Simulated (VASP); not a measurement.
# Pb: single point with PBE

The system is Pb.

```
CELL_PARAMETERS angstrom
0.00000 3.13525 3.13525
3.13525 0.00000 3.13525
3.13525 3.13525 0.00000
ATOMIC_POSITIONS crystal
Pb 0.87500 0.87500 0.87500
Pb 0.12500 0.12500 0.12500
```

This cell differs from its parent crystal: volume scaled by 0.7.

```yaml
Program: VASP 6.6.1
Task: single point
Functional: PBE
Potentials_or_basis: VASP PAW PBE potentials, release 64 (Pb_d)
Cutoff: 520 eV
k_mesh: 11 × 11 × 11
Occupations: fermi-dirac, width 0.1 eV
Spin: no spin polarisation
```

```yaml
Pressure: 21.1 GPa
Band_gap_on_the_k_mesh: zero (band 14 reaches 7.90 eV, above the bottom of band 15 at 6.62 eV)
```

Levels at points of the mesh, in eV from the Fermi level:
```
           k point  band 10  band 11  band 12  band 13  band 14  band 15  band 16  band 17  band 18  band 19
(0.00, 0.00, 0.00)   -17.09   -13.24    -2.34     0.48     0.48     0.48     2.49     2.49     2.49     4.04
```

Run time: 46 s on 1 thread of AMD EPYC 9R45 96-Core Processor (Zen 5) (shared host), peak memory 0.2 GiB.

Caveat: spin-orbit coupling is left out, which moves the levels of the heavy elements.
